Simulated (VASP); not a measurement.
AlN:

```
Al N
1.0
     3.13362    0.00000    0.00000
    -1.56681    2.71379    0.00000
     0.00000    0.00000    5.01399
Al N
2 2
Direct
  0.66667 0.33333 0.50000
  0.33333 0.66667 0.00000
  0.66667 0.33333 0.88000
  0.33333 0.66667 0.38000
```

Base run:

| Item | Value |
| --- | --- |
| Program | VASP 6.6.1 |
| Functional | SVWN5 |
| Potentials or basis | VASP PAW PBE potentials, release 64 (Al, N) |
| Cutoff | 520 eV |
| k mesh | 10 × 10 × 6 |
| Occupations | fermi-dirac, width 0.05 eV |
| Spin | no spin polarisation |

Its results: band gap on the k mesh 4.06 eV, direct; pressure -7.7 GPa; largest force 0.106 eV/Å.

Problem. The run is repeated on the same cell with these changes: functional from SVWN5 to PBE exchange alone. What comes out?

Solution. Band gap on the k mesh 4.35 eV, direct; pressure 13.7 GPa; largest force 0.109 eV/Å.

Caveats: the PAW data sets were made with another functional, which shifts forces and pressure a little (some runs).

A k mesh can miss the band edges.
